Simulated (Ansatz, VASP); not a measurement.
## Mo: VASP beside Ansatz

File INCAR:

```
ALGO = Normal ; EDIFF = 1E-6
ENCUT = 500 ; GGA = PE
GGA_COMPAT = False ; ISIF = 2
ISMEAR = 0 ; LASPH = True
LCHARG = False ; LREAL = False
LWAVE = False ; NBANDS = 13
NELM = 120 ; PREC = Accurate
SIGMA = 0.05
```

File KPOINTS:

```
k-points
0
Gamma
  8 8 8
```

The input POSCAR:

```
Mo
1.0
   -1.5816586690      1.5816586690      1.5816586690
    1.5816586690     -1.5816586690      1.5816586690
    1.5816586690      1.5816586690     -1.5816586690
Mo
1
Direct
    0.0000000000      0.0000000000      0.0000000000
```

Input for Ansatz:

```yaml
crystal:
  lattice:
    - [-1.581658669, 1.581658669, 1.581658669]
    - [1.581658669, -1.581658669, 1.581658669]
    - [1.581658669, 1.581658669, -1.581658669]
  atoms:
    - { symbol: Mo, position: [0.0, 0.0, 0.0] }
basis:
  ecutwfc: 420
  ecutrho_ratio: 4
kpoints:
  mp_grid: { grid: [8, 8, 8] }
hamiltonian:
  xc: pbe
scf:
  occupations: { method: gaussian, width: 0.05 }
output:
  forces: true
  stress: true
  eigenvalues: true
```

Alike in both runs: task single point; functional PBE; k mesh 8 × 8 × 8; occupations gaussian, width 0.05 eV; no spin polarisation.

|  | VASP | Ansatz |
| --- | --- | --- |
| version | VASP 6.6.1 | Ansatz 0.2.0 |
| potentials or method | VASP PAW PBE potentials, release 64 (Mo_sv), cutoff 500 eV | scalar-relativistic, plane waves, PAW |
| valence electrons in the cell | 14 | 14 |

Ansatz gave:

| Item | Value |
| --- | --- |
| gap on the k mesh at the Fermi level (eV) | none |
| pressure (GPa) | 0.0 |

Problem. What did VASP give for the same quantities?

Solution. gap on the k mesh at the Fermi level (eV): none; pressure (GPa): 0.5.

A gap of «none» marks a metal or a gap that the smearing closes.
